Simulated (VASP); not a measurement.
# TiB (Pnma) in VASP: single point with PBEsol

Aim: the single point of TiB with PBEsol.

All numbers are computed with VASP 6.6.1; they aren't measurements. Logs are shortened: lines on timing, memory, paths and dates and some standing lists are left out, and cuts for length are marked.

## Step 1: The cell of the first run

Symmetry: Pnma, No. 62, orthorhombic system. The conventional cell has a = 6.059 Å, b = 3.033 Å, c = 4.527 Å, α = 90.00°, β = 90.00°, γ = 90.00°. Ti (site symmetry m) has 7 B at 2.33 to 2.53 Å and 8 Ti at 2.85 to 3.03 Å within 3.1 Å. Within 2.4 Å of B (site symmetry m) lie 2 B at 1.80 Å and 6 Ti at 2.33 to 2.36 Å.

## Step 2: Single point, PBEsol

INCAR reads:

```
PREC = Accurate
ENCUT = 520
EDIFF = 1E-6
ISMEAR = 0
SIGMA = 0.1
LREAL = F
LASPH = T
NELM = 100
ALGO = Normal
ISIF = 2
LWAVE = F
LCHARG = F
GGA = PS
NBANDS = 40
```

KPOINTS reads:

```
Automatic mesh
0
Gamma
  6 12 8
```

POSCAR reads:

```
TiB
1.0
    6.0586345549      0.0000000000      0.0000000000
    0.0000000000      3.0329951574      0.0000000000
    0.0000000000      0.0000000000      4.5267600779
Ti B
4 4
Direct
    0.1773861324      0.2500000000      0.1220126217
    0.8226138676      0.7500000000      0.8779873783
    0.3226138676      0.7500000000      0.6220126217
    0.6773861324      0.2500000000      0.3779873783
    0.0301911761      0.2500000000      0.6000783167
    0.9698088239      0.7500000000      0.3999216833
    0.4698088239      0.7500000000      0.1000783167
    0.5301911761      0.2500000000      0.8999216833
```

Potentials or basis: VASP PAW PBE potentials, release 64 (Ti_sv, B).

Launch:

```sh
$ cat potpaw_PBE.64/Ti_sv/POTCAR potpaw_PBE.64/B/POTCAR > POTCAR
$ mpirun -np 1 vasp_std > vasp.out
```

OUTCAR:

```text
PREC = Accurate
   ENCUT = 520
   EDIFF = 1E-6
   ISMEAR = 0
   LREAL = F
   LASPH = T
   NELM = 100
   ISIF = 2
   GGA = PS

 ion  position               nearest neighbor table
   1  0.177  0.250  0.122-   7 2.33   7 2.33   6 2.34   6 2.34   5 2.34   8 2.36   5 2.53   2 2.85
                             2 2.85   3 2.86   3 2.86   3 2.86   3 2.86
   2  0.823  0.750  0.878-   8 2.33   8 2.33   5 2.34   5 2.34   6 2.34   7 2.36   6 2.53   1 2.85
                             1 2.85   4 2.86   4 2.86   4 2.86   4 2.86
   3  0.323  0.750  0.622-   5 2.33   5 2.33   8 2.34   8 2.34   7 2.34   6 2.36   7 2.53   4 2.85
                             4 2.85   1 2.86   1 2.86   1 2.86   1 2.86
   4  0.677  0.250  0.378-   6 2.33   6 2.33   7 2.34   7 2.34   8 2.34   5 2.36   8 2.53   3 2.85
                             3 2.85   2 2.86   2 2.86   2 2.86   2 2.86
   5  0.030  0.250  0.600-   6 1.80   6 1.80   3 2.33   3 2.33   2 2.34   2 2.34   1 2.34   4 2.36
                             1 2.53
   6  0.970  0.750  0.400-   5 1.80   5 1.80   4 2.33   4 2.33   1 2.34   1 2.34   2 2.34   3 2.36
                             2 2.53
   7  0.470  0.750  0.100-   8 1.80   8 1.80   1 2.33   1 2.33   4 2.34   4 2.34   3 2.34   2 2.36
                             3 2.53
   8  0.530  0.250  0.900-   7 1.80   7 1.80   2 2.33   2 2.33   3 2.34   3 2.34   4 2.34   1 2.36
                             4 2.53

  LATTYP: Found a simple orthorhombic cell.
 ALAT       =     3.0329951574
 B/A-ratio  =     1.4925048815
 C/A-ratio  =     1.9975747538

  Lattice vectors:

 A1 = (   0.0000000000,   3.0329951574,   0.0000000000)
 A2 = (   0.0000000000,   0.0000000000,   4.5267600779)
 A3 = (   6.0586345549,   0.0000000000,   0.0000000000)

Analysis of symmetry for initial positions (statically):
=====================================================================
 Subroutine PRICEL returns:
 Original cell was already a primitive cell.

 Routine SETGRP: Setting up the symmetry group for a
 simple orthorhombic supercell.

 Subroutine GETGRP returns: Found  8 space group operations
 (whereof  2 operations were pure point group operations)
 out of a pool of  8 trial point group operations.

The static configuration has the point symmetry S_2 .
 The point group associated with its full space group is D_2h.

Analysis of symmetry for dynamics (positions and initial velocities):
=====================================================================
 Subroutine PRICEL returns:
 Original cell was already a primitive cell.

 Routine SETGRP: Setting up the symmetry group for a
 simple orthorhombic supercell.

 Subroutine GETGRP returns: Found  8 space group operations
 (whereof  2 operations were pure point group operations)
 out of a pool of  8 trial point group operations.

The dynamic configuration has the point symmetry S_2 .
 The point group associated with its full space group is D_2h.

 Subroutine INISYM returns: Found  8 space group operations
 (whereof  2 operations are pure point group operations),
 and found     1 'primitive' translations

----------------------------------------------------------------------------------------

                                     Primitive cell

  volume of cell :      83.1829

  direct lattice vectors                    reciprocal lattice vectors
     6.058634555  0.000000000  0.000000000     0.165053692  0.000000000  0.000000000
     0.000000000  3.032995157  0.000000000     0.000000000  0.329707088  0.000000000
     0.000000000  0.000000000  4.526760078     0.000000000  0.000000000  0.220908549

  length of vectors
     6.058634555  3.032995157  4.526760078     0.165053692  0.329707088  0.220908549

  position of ions in fractional coordinates (direct lattice)
     0.177386132  0.250000000  0.122012622
     0.822613868  0.750000000  0.877987378
     0.322613868  0.750000000  0.622012622
     0.677386132  0.250000000  0.377987378
     0.030191176  0.250000000  0.600078317
     0.969808824  0.750000000  0.399921683
     0.469808824  0.750000000  0.100078317
     0.530191176  0.250000000  0.899921683

  ion indices of the primitive-cell ions
   primitive index   ion index
                 1           1
                 2           2
                 3           3
                 4           4
                 5           5
                 6           6
                 7           7
                 8           8

----------------------------------------------------------------------------------------

 KPOINTS: Automatic mesh

Automatic generation of k-mesh.
 Grid dimensions read from file:
 generate k-points for:    6   12    8

 Generating k-lattice:

  Cartesian coordinates                     Fractional coordinates (reciprocal lattice)
     0.027508949  0.000000000  0.000000000     0.166666667  0.000000000  0.000000000
     0.000000000  0.027475591  0.000000000     0.000000000  0.083333333  0.000000000
     0.000000000  0.000000000  0.027613569     0.000000000  0.000000000  0.125000000

  Length of vectors
     0.027508949  0.027475591  0.027613569

  Shift w.r.t. Gamma in fractional coordinates (k-lattice)
     0.000000000  0.000000000  0.000000000

 Subroutine IBZKPT returns following result:
 ===========================================

 Found    140 irreducible k-points:

 Following reciprocal coordinates:
            Coordinates               Weight
  0.000000  0.000000  0.000000      1.000000
  0.166667  0.000000  0.000000      2.000000
  0.333333  0.000000  0.000000      2.000000
  0.500000  0.000000  0.000000      1.000000
  0.000000  0.083333  0.000000      2.000000
  0.166667  0.083333  0.000000      4.000000
[... 16 lines left out ...]
  0.333333  0.416667  0.000000      4.000000
  0.500000  0.416667  0.000000      2.000000
 [... further k-points ...]
   k-points           NKPTS =    140   k-points in BZ     NKDIM =    140   number of bands    NBANDS=     40
   number of dos      NEDOS =    301   number of ions     NIONS =      8
   total plane-waves  NPLWV =  41472
   dimension x,y,z NGX =    48 NGY =   24 NGZ =   36
   dimension x,y,z NGXF=    96 NGYF=   48 NGZF=   72
   ions per type =               4   4
   NGX,Y,Z   is equivalent  to a cutoff of  13.17, 13.15, 13.22 a.u.
   NGXF,Y,Z  is equivalent  to a cutoff of  26.34, 26.31, 26.44 a.u.
 SYSTEM =  unknown system
   PREC   = accura    normal or accurate (medium, high low for compatibility)
   ISTART =      0    job   : 0-new  1-cont  2-samecut
   ICHARG =      2    charge: 1-file 2-atom 10-const
   ISPIN  =      1    spin polarized calculation?
   LNONCOLLINEAR =      F non collinear calculations
   LSORBIT =      F    spin-orbit coupling
   LASPH  =      T    aspherical Exc in radial PAW
   ENCUT  =  520.0 eV  38.22 Ry    6.18 a.u.  11.27  5.64  8.42*2*pi/ulx,y,z
   NELM   =    100;   NELMIN=  2; NELMDL= -5     # of ELM steps
   EDIFF  = 0.1E-05   stopping-criterion for ELM
   LREAL  =      F    real-space projection
   EDIFFG = 0.1E-04   stopping-criterion for IOM
   NSW    =      0    number of steps for IOM
   IBRION =     -1    ionic relax: 0-MD 1-quasi-New 2-CG
   NFREE  =      0    steps in history (QN), initial steepest desc. (CG)
   ISIF   =      2    stress and relaxation
   ISYM   =      2    0-nonsym 1-usesym 2-fastsym
   POTIM  = 0.5000    time-step for ionic-motion
   TEBEG  =    0.0;   TEEND  =   0.0 temperature during run
   PSTRESS=    0.0 pullay stress
   NELECT =      60.0000    total number of electrons
   NUPDOWN=      -1.0000    fix difference up-down
   EMIN   =  10.00;   EMAX   =-10.00  energy-range for DOS
   EFERMI =   0.00;   METHOD = LEGACY
   ISMEAR =     0;   SIGMA  =   0.10  broadening in eV -4-tet -1-fermi 0-gaus
   EFERMI_NEDOS =   21; number of points for ismear=-14 and -15
   IALGO  =     38    algorithm
   IMIX   =      4    mixing-type and parameters
     AMIX     =   0.40;   BMIX     =  1.00
     AMIX_MAG =   1.60;   BMIX_MAG =  1.00
  volume/ion in A,a.u.               =      10.40        70.17
  Fermi-wavevector in a.u.,A,eV,Ry     =   1.468184  2.774466 29.328247  2.155565
  Thomas-Fermi vector in A             =   2.583713
   LORBIT       =      0    0 simple, 1 ext, 2 COOP (PROOUT), +10 PAW based schemes
   GGA     = PS    functional components
   LHFCALC =     F    Hartree Fock is set to
   AEXX    =    0.0000 exact exchange contribution
   IVDW    =     0    specifies the selected vdW correction
   LEPSILON=     F    determine dielectric tensor
   LRPA    =     F    only Hartree local field effects (RPA)
 non-spin polarized calculation
 Gauss-broadening in eV      SIGMA  =   0.10
  energy-cutoff  :      520.00
  volume of cell :       83.18
 maximum number of plane-waves:      2266
 NGX is ok and might be reduce to    48
   NGX = 23   NGY = 11   NGZ = 17

 number of electron      60.0000008 magnetization

 Free energy of the ion-electron system (eV)
  ---------------------------------------------------
  ext. energy  EPLUGINS =         0.00000000
  ---------------------------------------------------
  free energy    TOTEN  =       -68.62118028 eV

  energy without entropy =      -68.60190587  energy(sigma->0) =      -68.61154307

 E-fermi :   8.8360     XC(G=0): -12.6008

 val. band max:        8.8355384946   @ k =   0.5000   0.3333   0.5000
 cond. band min:       8.8371174033   @ k =   0.1667   0.1667   0.0000
 fundamental gap:      0.0015789087
 Fermi energy:         8.8359950228

 k-point     1 :       0.0000    0.0000    0.0000
  band No.  band energies     occupation
      1     -47.1563      2.00000
      2     -47.0915      2.00000
      3     -47.0405      2.00000
      4     -47.0004      2.00000
      5     -23.7488      2.00000
      6     -23.7399      2.00000
[... 32 lines left out ...]
     39      11.9293      0.00000
     40      12.5302      0.00000

 k-point     2 :       0.1667    0.0000    0.0000
  band No.  band energies     occupation
      1     -47.1531      2.00000
      2     -47.0987      2.00000
      3     -47.0350      2.00000
      4     -47.0020      2.00000
      5     -23.7516      2.00000
      6     -23.7447      2.00000
[... 939 lines left out ...]
  band No.  band energies     occupation
      1     -47.0626      2.00000
      2     -47.0626      2.00000
      3     -47.0325      2.00000
      4     -47.0325      2.00000
      5     -23.6581      2.00000
      6     -23.6581      2.00000
[... 32 lines left out ...]
     39      12.4992      0.00000
     40      12.4992      0.00000

 [... further k-points ...]

------------------------ aborting loop because EDIFF is reached ----------------------------------------

  FORCE on cell =-STRESS in cart. coord.  units (eV):
  Direction    XX          YY          ZZ          XY          YZ          ZX
  --------------------------------------------------------------------------------------
  -------------------------------------------------------------------------------------
  Total        0.0724927      0.0672623      0.0490909      0.0000000     -0.0000000      0.0000000
  in kB        1.3962743      1.2955334      0.9455355      0.0000000     -0.0000000      0.0000000
  external PRESSURE =       1.2124477 kB  Pullay stress =       0.0000000 kB

 VOLUME and BASIS-vectors are now :
 -----------------------------------------------------------------------------
  energy-cutoff  :      520.00
  volume of cell :       83.18
      direct lattice vectors                 reciprocal lattice vectors
     6.058634555  0.000000000  0.000000000     0.165053692  0.000000000  0.000000000
     0.000000000  3.032995157  0.000000000     0.000000000  0.329707088  0.000000000
     0.000000000  0.000000000  4.526760078     0.000000000  0.000000000  0.220908549

 POSITION                                       TOTAL-FORCE (eV/Angst)
 -----------------------------------------------------------------------------------
      1.07472      0.75825      0.55232        -0.004955      0.000000     -0.007196
      4.98392      2.27475      3.97444         0.004955      0.000000      0.007196
      1.95460      2.27475      2.81570         0.004955     -0.000000     -0.007196
      4.10404      0.75825      1.71106        -0.004955     -0.000000      0.007196
      0.18292      0.75825      2.71641         0.002423      0.000000      0.006918
      5.87572      2.27475      1.81035        -0.002423      0.000000     -0.006918
      2.84640      2.27475      0.45303        -0.002423      0.000000      0.006918
      3.21223      0.75825      4.07373         0.002423      0.000000     -0.006918
 -----------------------------------------------------------------------------------
    total drift:                                0.000000     -0.000000      0.000000

  FREE ENERGIE OF THE ION-ELECTRON SYSTEM (eV)
  ---------------------------------------------------
  free  energy   TOTEN  =       -68.6211802794 eV

  energy  without entropy=      -68.6019058661  energy(sigma->0) =      -68.61154307
```

Wall time 6.9 min (1 thread of AMD EPYC 7R43 (Zen 3), shared host); peak memory 0.4 GiB.

What came out:

```yaml
Free_energy: -68.6212 eV
Pressure: 0.1 GPa
Largest_force: 0.009 eV/Å
Band_gap_on_the_k_mesh: zero (bands 30 and 31 overlap by 1.72 eV)
```

Forces in eV/Å, atoms in the order of the input:
```
Ti  -0.005  0.000 -0.007
Ti   0.005  0.000  0.007
Ti   0.005  0.000 -0.007
Ti  -0.005  0.000  0.007
B    0.002  0.000  0.007
B   -0.002  0.000 -0.007
B   -0.002  0.000  0.007
B    0.002  0.000 -0.007
```

Levels at points of the mesh, in eV from the Fermi level:
```
           k point  band 28  band 29  band 30  band 31  band 32  band 33
(0.00, 0.00, 0.00)    -0.64     0.63     0.81     0.95     1.25     1.53
(0.50, 0.00, 0.00)    -1.11     0.48     0.48     0.83     0.83     1.78
(0.00, 0.50, 0.00)    -1.93    -0.84    -0.84    -0.33    -0.33     3.06
(0.50, 0.50, 0.00)    -1.94    -0.70    -0.70    -0.70    -0.70     3.35
(0.00, 0.00, 0.50)    -0.91    -0.08    -0.08     1.64     1.64     2.12
(0.50, 0.00, 0.50)    -1.19     0.28     0.28     1.09     1.09     2.00
(0.00, 0.50, 0.50)    -1.32     0.07     0.07     0.61     0.61     1.07
(0.50, 0.50, 0.50)    -1.68    -0.46    -0.46    -0.46    -0.46     2.56
```

Caveat: the PAW data sets were made with another functional, which shifts forces and pressure a little.
